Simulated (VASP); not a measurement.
A run of VASP 6.6.1:

File INCAR:

```
SYSTEM = SrTiO3
PREC = Accurate
ENCUT = 520
EDIFF = 1E-7
ISMEAR = 0
SIGMA = 0.05
LREAL = .FALSE.
LASPH = .TRUE.
NELM = 150
ALGO = Normal
ISIF = 2
LWAVE = .FALSE.
LCHARG = .TRUE.
LMAXMIX = 4
LDAU = .TRUE.
LDAUTYPE = 2
LDAUL = -1 2 -1
LDAUU = 0 4 0
LDAUJ = 0 0 0
LDAUPRINT = 1
GGA = PE
LELF = .TRUE.
LVHAR = .TRUE.
NBANDS = 28
```

KPOINTS

```
regular mesh
0
G
  6 6 6
  0 0 0
```

POSCAR

```
SrTiO3
1.0
    3.9159891099     -0.2499129247     -0.2118341939
   -0.2499129247      4.1248410195      0.0959971485
   -0.2118341939      0.0959971485      3.8004841596
Sr Ti O
1 1 3
Direct
    0.0321008470     -0.0422249757     -0.0200398544
    0.5147549747      0.4699658633      0.4966667927
   -0.0092539907      0.5221011950      0.5065340126
    0.4850387821      0.0227556844      0.5146684532
    0.4773593868      0.5274022332      0.0021705957
```

Potentials or basis: VASP PAW PBE potentials, release 64 (Sr_sv, Ti_sv, O).

Launch:

```console
$ cat potpaw_PBE.64/Sr_sv/POTCAR potpaw_PBE.64/Ti_sv/POTCAR potpaw_PBE.64/O/POTCAR > POTCAR
$ mpirun -np 1 vasp_std > vasp.out
```

Hardware: 1 thread of Intel(R) Xeon(R) 6975P-C (Granite Rapids) (shared host).

Question: How long does it take, and how much memory?

Answer: Wall time 83 s on 1 thread of Intel(R) Xeon(R) 6975P-C (Granite Rapids) (shared host), peak memory 0.3 GiB. Counts: scf iterations 17, k points 112.
